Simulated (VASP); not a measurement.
Here is a VASP 6.6.1 calculation.

File INCAR:

```
SYSTEM = Rh
  ALGO = Normal
  EDIFF = 1E-7
  ENCUT = 520
  GGA = PE
  GGA_COMPAT = .False.
  ISIF = 2
  ISMEAR = -1
  LASPH = .True.
  LCHARG = .True.
  LMAXMIX = 4
  LORBIT = 11
  LORBMOM = .True.
  LREAL = .False.
  LSORBIT = .True.
  LVHAR = .True.
  LWAVE = .False.
  MAGMOM = 0 0 0
  NBANDS = 26
  NELM = 150
  PREC = Accurate
  SIGMA = 0.05
```

The input KPOINTS:

```
k-points
0
Gamma
  9 9 9
  0 0 0
```

POSCAR

```
Rh
1.0
    0.0000000000      1.8978500000      1.8978500000
    1.8978500000      0.0000000000      1.8978500000
    1.8978500000      1.8978500000      0.0000000000
Rh
1
Direct
    0.0000000000      0.0000000000      0.0000000000
```

Potentials or basis: VASP PAW PBE potentials, release 64 (Rh_pv).

Launch:

```sh
$ cat potpaw_PBE.64/Rh_pv/POTCAR > POTCAR
$ mpirun -np 1 vasp_ncl > vasp.out
```

**Question.** Predict the net moment.

**Answer.** 0.00 μB per cell.

**Question.** Estimate the pressure.

**Answer.** 7.9 GPa.

Moments on the atoms (μB; x, y, z):
```
Rh  0.00 0.00 0.00
```
